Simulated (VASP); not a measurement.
Set up this calculation in VASP 6.6.1, as the native input.

| Quantity | Value |
| --- | --- |
| Task | single point |
| Functional | PBE |
| Potentials or basis | VASP PAW PBE potentials, release 64 (Hf_pv, Re) |
| Cutoff | 520 eV |
| k mesh | 4 × 4 × 4 |
| Occupations | gaussian, width 0.1 eV |
| Spin | no spin polarisation |
| Dipole correction | no |
| Further INCAR settings | ALGO = Normal; EDIFF = 1e-06; NBANDS = 26 |

The structure of Hf3Re lies in POSCAR:

```
Hf3Re
1.0
    4.3019175872      0.0000000000      0.0000000000
    0.0000000000      4.3019175872      0.0000000000
    0.0000000000      0.0000000000      4.3019175872
Hf Re
3 1
Direct
    0.0000000000      0.5000000000      0.5000000000
    0.5000000000      0.0000000000      0.5000000000
    0.5000000000      0.5000000000      0.0000000000
    0.0000000000      0.0000000000      0.0000000000
```

The input as run:

INCAR

```
PREC = Accurate ; ENCUT = 520
EDIFF = 1E-6 ; ISMEAR = 0
SIGMA = 0.1 ; LREAL = F
LASPH = T ; NELM = 60
ALGO = Normal ; ISIF = 2
LWAVE = F ; LCHARG = F
GGA = PE ; NBANDS = 26
```

KPOINTS

```
regular mesh
0
Gamma
  4 4 4
```

Potentials or basis: VASP PAW PBE potentials, release 64 (Hf_pv, Re).

The run is started by

```sh
$ cat potpaw_PBE.64/Hf_pv/POTCAR potpaw_PBE.64/Re/POTCAR > POTCAR
$ mpirun -np 1 vasp_std > vasp.out
```

It gave:

- Pressure: -0.7 GPa

Caveat: the k points lie up to 0.37 Å⁻¹ apart.

Wall time 31 s on 1 thread of Intel(R) Xeon(R) Platinum 8259CL CPU @ 2.50GHz (Skylake/Cascade Lake), with other jobs on the host, peak memory 0.18 GiB.
